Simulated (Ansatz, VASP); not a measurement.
**MoOs2 in VASP and in Ansatz**

```
CELL_PARAMETERS angstrom
-1.38178 1.94674 4.13759
1.38178 -1.94674 4.13759
1.38178 1.94674 -4.13759
ATOMIC_POSITIONS crystal
Mo 0.00000 0.00000 0.00000
Os 0.66857 0.66857 0.00000
Os 0.33143 0.33143 0.00000
```

Alike in both runs: task relaxation of cell and atoms; functional PBE; k mesh 8 × 8 × 8; occupations gaussian, width 0.1 eV; no spin polarisation.

|  | VASP | Ansatz |
| --- | --- | --- |
| version | VASP 6.6.1 | Ansatz 0.2.0 |
| potentials or method | VASP PAW PBE potentials, release 64 (Mo_sv, Os), cutoff 600 eV | scalar-relativistic, plane waves, PAW |
| valence electrons in the cell | 30 | 46 |

|  | VASP | Ansatz | Ansatz less VASP |
| --- | --- | --- | --- |
| gap on the k mesh at the Fermi level, each at its own relaxed structure (eV) | none | none | - |
| relaxed volume (Å³/atom) | 14.86 | 14.85 | -0.011 |
| relaxed cell length with the largest relative difference (Å) | 4.795 | 4.795 | -0.0006 |

A gap of «none» marks a metal or a gap that the smearing closes. VASP's potentials hold 30 valence electrons a cell and Ansatz's 46, so a difference there can come from the potentials and not from the codes.

Spin-orbit coupling is off throughout.
